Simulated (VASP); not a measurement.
NiO, 2 atoms in the cell. The cell holds a wire with vacuum, 2 atoms: a = 9.000 Å, b = 9.300 Å, c = 3.435 Å, α = 90.00°, β = 90.00°, γ = 90.00°. 

```yaml
Program: VASP 6.6.1
Task: single point
Functional: r2SCAN
Potentials_or_basis: VASP PAW PBE potentials, release 64 (Ni, O)
Cutoff: 520 eV
k_mesh: 1 × 1 × 17
Occupations: gaussian, width 0.05 eV
Spin: collinear spin, ferromagnetic start
Starting_moments: "[1.84, 0.5] μB"
Dipole_correction: no
Further_INCAR_settings: ALGO = Normal; EDIFF = 1e-07; NBANDS = 19
```

Potentials or basis: VASP PAW PBE potentials, release 64 (Ni, O).

Launch:

```bash
$ cat potpaw_PBE.64/Ni/POTCAR potpaw_PBE.64/O/POTCAR > POTCAR
$ cp INCAR.step1 INCAR
$ mpirun -np 1 vasp_std > vasp.out
$ cp INCAR.step2 INCAR
$ mpirun -np 1 vasp_std > vasp.out
```

Hardware: 1 thread of Intel(R) Xeon(R) Platinum 8259CL CPU @ 2.50GHz (Skylake/Cascade Lake) (shared host).

Task: Estimate the wall time of this run.

Result: Run time: 22 min on 1 thread of Intel(R) Xeon(R) Platinum 8259CL CPU @ 2.50GHz (Skylake/Cascade Lake), with other jobs on the host, peak memory 0.62 GiB. Counts: k points 9.
